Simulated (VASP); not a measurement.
Runs of VASP 6.6.1 on KF. The structure is that of space group Fm-3m (No. 225), or close to it. The cells are those of the table. 

```tsv
task	cell	k mesh	cutoff (eV)	smearing	gap on the mesh (eV)	pressure (GPa)
single point	a = 3.779 Å, angles 60.0°, 2 atoms	6 × 6 × 6	660	gaussian 0.1 eV	6.83	(c)
single point	a = 3.722 Å, angles 60.0°, 2 atoms	8 × 8 × 8	520	gaussian 0.02 eV	7.08	(b)
single point	a = 3.797 Å, angles 60.0°, 2 atoms	8 × 8 × 8	520	gaussian 0.02 eV	6.75	-1.0
single point	a = 3.834 Å, angles 60.0°, 2 atoms	8 × 8 × 8	520	gaussian 0.02 eV	6.60	-1.8
single point	a = 3.683 Å, angles 60.0°, 2 atoms	8 × 8 × 8	520	gaussian 0.02 eV	(a)	2.6
relaxation of cell and atoms	relaxed from a = 3.779 Å, angles 60.0°, 2 atoms	8 × 8 × 8	600	gaussian 0.02 eV	6.91	0.0
single point	a = 3.760 Å, angles 60.0°, 2 atoms	8 × 8 × 8	520	gaussian 0.02 eV	6.91	0.0
```

Alike in all rows: level r2SCAN; potentials or basis VASP PAW PBE potentials, release 64 (K_sv, F); no spin polarisation.

Problem. Fill in the values left out.

Solution. (a) 7.26; (b) 1.2; (c) -0.6.

Caveats: the PAW data sets were made with another functional, which shifts forces and pressure a little.

A k mesh can miss the band edges.
